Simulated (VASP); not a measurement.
# MoS2 (P6_3/mmc) in VASP: single point with r2SCAN

Aim: the single point of MoS2 with r2SCAN.

Everything below comes from runs of VASP 6.6.1. Logs are shortened: lines on timing, memory, paths and dates and some standing lists are left out, and cuts for length are marked.

## Step 1: The cell of the first run

The structure is hexagonal, space group P6_3/mmc (No. 194). The conventional cell has a = 3.210 Å, b = 3.210 Å, c = 12.618 Å, α = 90.00°, β = 90.00°, γ = 120.00°. Mo (site symmetry -6m2) has 6 S at 2.47 Å and 6 Mo at 3.21 Å within 3.3 Å. Within 3.3 Å of S (site symmetry 3m) lie 3 Mo at 2.47 Å and 7 S at 3.21 to 3.28 Å.

## Step 2: Single point, r2SCAN

POSCAR

```
MoS2
1.0
    1.6049590000      2.7798690000      0.0000000000
   -1.6049590000      2.7798690000      0.0000000000
    0.0000000000      0.0000000000     12.6176010000
Mo S
2 4
Direct
    0.3333300000      0.3333400000      0.2500000000
    0.6666700000      0.6666600000      0.7500000000
    0.3333300000      0.3333400000      0.6200000000
    0.6666700000      0.6666600000      0.1200000000
    0.3333300000      0.3333400000      0.8800000000
    0.6666700000      0.6666600000      0.3800000000
```

INCAR.step1

```
SYSTEM = MoS2
PREC = Accurate ; ENCUT = 520
ISMEAR = -1 ; SIGMA = 0.0155
LREAL = .False. ; LASPH = .True.
NELM = 100 ; NBANDS = 35
GGA = PE ; ALGO = Normal
EDIFF = 1E-4 ; LWAVE = .True.
LCHARG = .False.
```

INCAR.step2

```
SYSTEM = MoS2
PREC = Accurate ; ENCUT = 520
EDIFF = 1E-7 ; ISMEAR = -1
SIGMA = 0.0155 ; LREAL = .False.
LASPH = .True. ; NELM = 100
ALGO = Normal ; ISIF = 2
LWAVE = .False. ; LCHARG = .False.
METAGGA = R2SCAN ; LMIXTAU = .True.
NBANDS = 35 ; ISTART = 1
```

KPOINTS

```
Automatic mesh
0
Gamma
  9 9 2
  0 0 0
```

Potentials or basis: VASP PAW PBE potentials, release 64 (Mo_sv, S).

Started as:

```sh
$ cat potpaw_PBE.64/Mo_sv/POTCAR potpaw_PBE.64/S/POTCAR > POTCAR
$ cp INCAR.step1 INCAR
$ mpirun -np 1 vasp_std > vasp.out
$ cp INCAR.step2 INCAR
$ mpirun -np 1 vasp_std > vasp.out
```

OUTCAR:

```text
SYSTEM = MoS2
   PREC = Accurate
   ENCUT = 520
   EDIFF = 1E-7
   ISMEAR = -1
   LREAL = .False.
   LASPH = .True.
   NELM = 100
   ISIF = 2
   METAGGA = R2SCAN
   ISTART = 1

 ion  position               nearest neighbor table
   1  0.333  0.333  0.250-   4 2.47   6 2.47   4 2.47   6 2.47   4 2.47   6 2.47
   2  0.667  0.667  0.750-   3 2.47   5 2.47   3 2.47   5 2.47   3 2.47   5 2.47
   3  0.333  0.333  0.620-   2 2.47   2 2.47   2 2.47
   4  0.667  0.667  0.120-   1 2.47   1 2.47   1 2.47
   5  0.333  0.333  0.880-   2 2.47   2 2.47   2 2.47
   6  0.667  0.667  0.380-   1 2.47   1 2.47   1 2.47

  LATTYP: Found a hexagonal cell.
 ALAT       =     3.2099166732
 C/A-ratio  =     3.9308188606

  Lattice vectors:

 A1 = (   1.6049590000,  -2.7798690000,   0.0000000000)
 A2 = (   1.6049590000,   2.7798690000,   0.0000000000)
 A3 = (   0.0000000000,   0.0000000000,  12.6176010000)

Analysis of symmetry for initial positions (statically):
=====================================================================
 Subroutine PRICEL returns:
 Original cell was already a primitive cell.

 Routine SETGRP: Setting up the symmetry group for a
 hexagonal supercell.

 Subroutine GETGRP returns: Found  8 space group operations
 (whereof  4 operations were pure point group operations)
 out of a pool of 24 trial point group operations.

The static configuration has the point symmetry C_2h.
 The point group associated with its full space group is D_2h.

Analysis of symmetry for dynamics (positions and initial velocities):
=====================================================================
 Subroutine PRICEL returns:
 Original cell was already a primitive cell.

 Routine SETGRP: Setting up the symmetry group for a
 hexagonal supercell.

 Subroutine GETGRP returns: Found  8 space group operations
 (whereof  4 operations were pure point group operations)
 out of a pool of 24 trial point group operations.

The dynamic configuration has the point symmetry C_2h.
 The point group associated with its full space group is D_2h.

 Subroutine INISYM returns: Found  8 space group operations
 (whereof  4 operations are pure point group operations),
 and found     1 'primitive' translations

----------------------------------------------------------------------------------------

                                     Primitive cell

  volume of cell :     112.5888

  direct lattice vectors                    reciprocal lattice vectors
     1.604959000  2.779869000  0.000000000     0.311534438  0.179864591  0.000000000
    -1.604959000  2.779869000  0.000000000    -0.311534438  0.179864591  0.000000000
     0.000000000  0.000000000 12.617601000     0.000000000  0.000000000  0.079254369

  length of vectors
     3.209916673  3.209916673 12.617601000     0.359729033  0.359729033  0.079254369

  position of ions in fractional coordinates (direct lattice)
     0.333330000  0.333340000  0.250000000
     0.666670000  0.666660000  0.750000000
     0.333330000  0.333340000  0.620000000
     0.666670000  0.666660000  0.120000000
     0.333330000  0.333340000  0.880000000
     0.666670000  0.666660000  0.380000000

  ion indices of the primitive-cell ions
   primitive index   ion index
                 1           1
                 2           2
                 3           3
                 4           4
                 5           5
                 6           6

----------------------------------------------------------------------------------------

 KPOINTS: Automatic mesh

Automatic generation of k-mesh.
 Grid dimensions read from file:
 generate k-points for:    9    9    2

 Generating k-lattice:

  Cartesian coordinates                     Fractional coordinates (reciprocal lattice)
     0.034614938  0.019984955  0.000000000     0.111111111 -0.000000000  0.000000000
    -0.034614938  0.019984955  0.000000000    -0.000000000  0.111111111  0.000000000
     0.000000000  0.000000000  0.039627184     0.000000000  0.000000000  0.500000000

  Length of vectors
     0.039969893  0.039969893  0.039627184

  Shift w.r.t. Gamma in fractional coordinates (k-lattice)
     0.000000000  0.000000000  0.000000000

 Subroutine IBZKPT returns following result:
 ===========================================

 Found     50 irreducible k-points:

 Following reciprocal coordinates:
            Coordinates               Weight
  0.000000  0.000000  0.000000      1.000000
  0.111111  0.000000  0.000000      4.000000
  0.000000  0.111111  0.000000      2.000000
  0.222222  0.000000  0.000000      4.000000
  0.000000  0.222222  0.000000      2.000000
  0.333333  0.000000  0.000000      4.000000
[... 16 lines left out ...]
  0.333333 -0.444444  0.000000      4.000000
 -0.222222  0.333333  0.000000      4.000000
 [... further k-points ...]
   k-points           NKPTS =     50   k-points in BZ     NKDIM =     50   number of bands    NBANDS=     35
   number of dos      NEDOS =    301   number of ions     NIONS =      6
   total plane-waves  NPLWV =  55296
   dimension x,y,z NGX =    24 NGY =   24 NGZ =   96
   dimension x,y,z NGXF=    48 NGYF=   48 NGZF=  192
   ions per type =               2   4
   NGX,Y,Z   is equivalent  to a cutoff of  12.43, 12.43, 12.65 a.u.
   NGXF,Y,Z  is equivalent  to a cutoff of  24.86, 24.86, 25.30 a.u.
 SYSTEM =  MoS2
   PREC   = accura    normal or accurate (medium, high low for compatibility)
   ISTART =      1    job   : 0-new  1-cont  2-samecut
   ICHARG =      0    charge: 1-file 2-atom 10-const
   ISPIN  =      1    spin polarized calculation?
   LNONCOLLINEAR =      F non collinear calculations
   LSORBIT =      F    spin-orbit coupling
   LASPH  =      T    aspherical Exc in radial PAW
   ENCUT  =  520.0 eV  38.22 Ry    6.18 a.u.   5.97  5.97 23.46*2*pi/ulx,y,z
   NELM   =    100;   NELMIN=  2; NELMDL=  0     # of ELM steps
   EDIFF  = 0.1E-06   stopping-criterion for ELM
   LREAL  =      F    real-space projection
   EDIFFG = 0.1E-05   stopping-criterion for IOM
   NSW    =      0    number of steps for IOM
   IBRION =     -1    ionic relax: 0-MD 1-quasi-New 2-CG
   NFREE  =      0    steps in history (QN), initial steepest desc. (CG)
   ISIF   =      2    stress and relaxation
   ISYM   =      2    0-nonsym 1-usesym 2-fastsym
   POTIM  = 0.5000    time-step for ionic-motion
   TEBEG  =    0.0;   TEEND  =   0.0 temperature during run
   PSTRESS=    0.0 pullay stress
   NELECT =      52.0000    total number of electrons
   NUPDOWN=      -1.0000    fix difference up-down
   EMIN   =  10.00;   EMAX   =-10.00  energy-range for DOS
   EFERMI =   0.00;   METHOD = LEGACY
   ISMEAR =    -1;   SIGMA  =   0.02  broadening in eV -4-tet -1-fermi 0-gaus
   EFERMI_NEDOS =   21; number of points for ismear=-14 and -15
   IALGO  =     38    algorithm
   IMIX   =      4    mixing-type and parameters
     AMIX     =   0.40;   BMIX     =  1.00
     AMIX_MAG =   1.60;   BMIX_MAG =  1.00
  volume/ion in A,a.u.               =      18.76       126.63
  Fermi-wavevector in a.u.,A,eV,Ry     =   1.265448  2.391350 21.787803  1.601358
  Thomas-Fermi vector in A             =   2.398700
   LORBIT       =      0    0 simple, 1 ext, 2 COOP (PROOUT), +10 PAW based schemes
   METAGGA = R2SCAN    functional components
   LHFCALC =     F    Hartree Fock is set to
   AEXX    =    0.0000 exact exchange contribution
   IVDW    =     0    specifies the selected vdW correction
   LEPSILON=     F    determine dielectric tensor
   LRPA    =     F    only Hartree local field effects (RPA)
 non-spin polarized calculation
  energy-cutoff  :      520.00
  volume of cell :      112.59
 maximum number of plane-waves:      3058
   NGX = 11   NGY = 11   NGZ = 47

 number of electron      52.0000003 magnetization

 Free energy of the ion-electron system (eV)
  ---------------------------------------------------
  ext. energy  EPLUGINS =         0.00000000
  ---------------------------------------------------
  free energy    TOTEN  =       -89.72088129 eV

  energy without entropy =      -89.72088129  energy(sigma->0) =      -89.72088129

 E-fermi :   6.8902     XC(G=0): -11.2817

 val. band max:        6.5459579525   @ k =   0.0000   0.0000   0.0000
 cond. band min:       7.6479257390   @ k =  -0.1111   0.2222   0.0000
 fundamental gap:      1.1019677865
 Fermi energy:         6.8902226879

 k-point     1 :       0.0000    0.0000    0.0000
  band No.  band energies     occupation
      1     -56.7901      2.00000
      2     -56.7901      2.00000
      3     -30.1571      2.00000
      4     -30.1571      2.00000
      5     -29.9628      2.00000
      6     -29.9628      2.00000
[... 27 lines left out ...]
     34       9.0231      0.00000
     35      12.6671      0.00000

 k-point     2 :       0.1111    0.0000    0.0000
  band No.  band energies     occupation
      1     -56.7860      2.00000
      2     -56.7860      2.00000
      3     -30.1492      2.00000
      4     -30.1491      2.00000
      5     -30.0040      2.00000
      6     -30.0040      2.00000
[... 27 lines left out ...]
     34       9.2097      0.00000
     35      13.4153      0.00000

 k-point     3 :       0.0000    0.1111    0.0000
  band No.  band energies     occupation
      1     -56.7860      2.00000
      2     -56.7860      2.00000
      3     -30.1492      2.00000
      4     -30.1491      2.00000
      5     -30.0040      2.00000
      6     -30.0040      2.00000
[... 27 lines left out ...]
     34       9.2099      0.00000
     35      13.4153      0.00000
[... 723 lines left out ...]
 k-point    23 :       0.3333   -0.4444    0.0000
  band No.  band energies     occupation
      1     -56.7522      2.00000
      2     -56.7522      2.00000
      3     -30.2556      2.00000
      4     -30.2556      2.00000
      5     -30.1251      2.00000
      6     -30.1251      2.00000
[... 27 lines left out ...]
     34      10.9494      0.00000
     35      13.0549      0.00000

 k-point    24 :      -0.2222    0.3333    0.0000
  band No.  band energies     occupation
      1     -56.7522      2.00000
      2     -56.7522      2.00000
      3     -30.2556      2.00000
      4     -30.2556      2.00000
      5     -30.1251      2.00000
      6     -30.1251      2.00000
[... 27 lines left out ...]
     34      10.9494      0.00000
     35      13.0548      0.00000

 [... further k-points ...]
[... 5 lines left out ...]
  --------------------------------------------------------------------------------------
  -------------------------------------------------------------------------------------
  Total       -4.5174901     -4.5173000    -10.0546763      0.0001603      0.0000000      0.0000000
  in kB      -64.2854570    -64.2827515   -143.0815433      0.0022817      0.0000000      0.0000000
  external PRESSURE =     -90.5499173 kB  Pullay stress =       0.0000000 kB

 VOLUME and BASIS-vectors are now :
 -----------------------------------------------------------------------------
  energy-cutoff  :      520.00
  volume of cell :      112.59
      direct lattice vectors                 reciprocal lattice vectors
     1.604959000  2.779869000  0.000000000     0.311534438  0.179864591  0.000000000
    -1.604959000  2.779869000  0.000000000    -0.311534438  0.179864591  0.000000000
     0.000000000  0.000000000 12.617601000     0.000000000  0.000000000  0.079254369

 POSITION                                       TOTAL-FORCE (eV/Angst)
 -----------------------------------------------------------------------------------
     -0.00002      1.85326      3.15440         0.000517     -0.000299     -0.000000
      0.00002      3.70648      9.46320        -0.000517      0.000299     -0.000000
     -0.00002      1.85326      7.82291         0.000260     -0.000150      1.718604
      0.00002      3.70648      1.51411        -0.000260      0.000150      1.718604
     -0.00002      1.85326     11.10349         0.000260     -0.000150     -1.718604
      0.00002      3.70648      4.79469        -0.000260      0.000150     -1.718604
 -----------------------------------------------------------------------------------
    total drift:                                0.000000      0.000000      0.000000

  FREE ENERGIE OF THE ION-ELECTRON SYSTEM (eV)
  ---------------------------------------------------
  free  energy   TOTEN  =       -89.7208812865 eV

  energy  without entropy=      -89.7208812865  energy(sigma->0) =      -89.72088129
```

Run time: 9 min. Hardware: 1 thread of AMD EPYC 7R13 (Zen 3), shared host; peak memory 0.3 GiB.

What came out:

```yaml
Free_energy: -89.7209 eV
Pressure: -9.1 GPa
Largest_force: 1.719 eV/Å
Band_gap_on_the_k_mesh: 1.10 eV, indirect (least direct gap 1.74 eV)
```

Forces in eV/Å, atoms in the order of the input:
```
Mo   0.001  0.000  0.000
Mo  -0.001  0.000  0.000
S    0.000  0.000  1.719
S    0.000  0.000  1.719
S    0.000  0.000 -1.719
S    0.000  0.000 -1.719
```

Caveat: the PAW data sets were made with another functional, which shifts forces and pressure a little.
